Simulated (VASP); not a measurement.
The system is Hf.

```
CELL_PARAMETERS angstrom
0.00000 2.23470 2.23470
2.23470 0.00000 2.23470
2.23470 2.23470 0.00000
ATOMIC_POSITIONS crystal
Hf 0.00000 0.00000 0.00000
```

Base run:

- Program: VASP 6.6.1
- Functional: LDA
- Potentials or basis: VASP PAW LDA potentials, release 64 (Hf_pv)
- Cutoff: 520 eV
- k mesh: 10 × 10 × 10
- Occupations: fermi-dirac, width 0.05 eV
- Spin: no spin polarisation

Its results: band gap on the k mesh zero (band 5 reaches 5.96 eV, above the bottom of band 6 at 4.24 eV); pressure -7.6 GPa.

**Question.** The run is repeated on the same cell with these changes: functional from LDA to r2SCAN; potentials or basis from VASP PAW LDA potentials, release 64 (Hf_pv) to VASP PAW PBE potentials, release 64 (Hf_pv). What comes out?

**Answer.** Band gap on the k mesh zero (band 5 reaches 6.23 eV, above the bottom of band 6 at 4.25 eV); pressure 0.0 GPa.

Caveats: spin-orbit coupling is left out, which moves the levels of the heavy elements; the PAW data sets were made with another functional, which shifts forces and pressure a little (some runs).
